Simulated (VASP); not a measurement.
A run of VASP 6.6.1:

Contents of INCAR:

```
PREC = Accurate
ENCUT = 520
EDIFF = 1E-6
ISMEAR = 0
SIGMA = 0.05
LREAL = False
LASPH = True
NELM = 150
ALGO = Normal
ISIF = 2
LWAVE = False
LCHARG = False
ISPIN = 2
MAGMOM = 7 -3.5
LORBIT = 11
LMAXMIX = 6
LDAU = True
LDAUTYPE = 2
LDAUL = -1 2
LDAUU = 0 1
LDAUJ = 0 0
LDAUPRINT = 1
GGA = PS
NBANDS = 26
```

Contents of KPOINTS:

```
Automatic mesh
0
Gamma
  10 10 10
```

POSCAR

```
GdMn
1.0
    3.4475309497      0.0000000000      0.0000000000
    0.0000000000      3.4475309497      0.0000000000
    0.0000000000      0.0000000000      3.4475309497
Gd Mn
1 1
Direct
    0.0000000000      0.0000000000      0.0000000000
    0.5000000000      0.5000000000      0.5000000000
```

Potentials or basis: VASP PAW PBE potentials, release 64 (Gd, Mn_pv).

The run is started by

```bash
$ cat potpaw_PBE.64/Gd/POTCAR potpaw_PBE.64/Mn_pv/POTCAR > POTCAR
$ mpirun -np 1 vasp_std > vasp.out
```

Hardware: 1 thread of Oxide Virtual Turin-like Processor, on a shared host.

Estimate the wall time of this run.

It took 3.3 min on 1 thread of Oxide Virtual Turin-like Processor, with other jobs on the host, peak memory 0.22 GiB. Counts: scf iterations 22, k points 56.
